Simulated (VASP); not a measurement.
CuO:

```
Cu O
1.0
     2.34465   -1.71340    0.00000
     2.34465    1.71340    0.00000
    -0.86055    0.00000    5.05944
Cu O
2 2
Direct
  0.00320 0.49680 0.00000
  0.49680 0.00320 0.50000
  0.57140 0.40560 0.25370
  0.40560 0.57140 0.75370
```

Base run:

```yaml
Program: VASP 6.6.1
Functional: PBE
Potentials_or_basis: VASP PAW PBE potentials, release 64 (Cu, O)
Cutoff: 520 eV
k_mesh: 10 × 10 × 5
Occupations: fermi-dirac, width 0.05 eV
Spin: no spin polarisation
Hubbard_terms: Cu d U = 2.0 eV
```

Its results: band gap on the k mesh zero (bands 17 and 18 overlap by 0.62 eV); pressure 4.9 GPa; largest force 0.760 eV/Å.

Q: The run is repeated on the same cell with these changes: hubbard terms from Cu d U = 2.0 eV to Cu d U = 4.0 eV. What comes out?

A: Band gap on the k mesh zero (bands 17 and 18 overlap by 0.63 eV); pressure 3.5 GPa; largest force 0.726 eV/Å.

Caveats: the cell stands under pressure; U without spin polarisation on a metal has little footing.
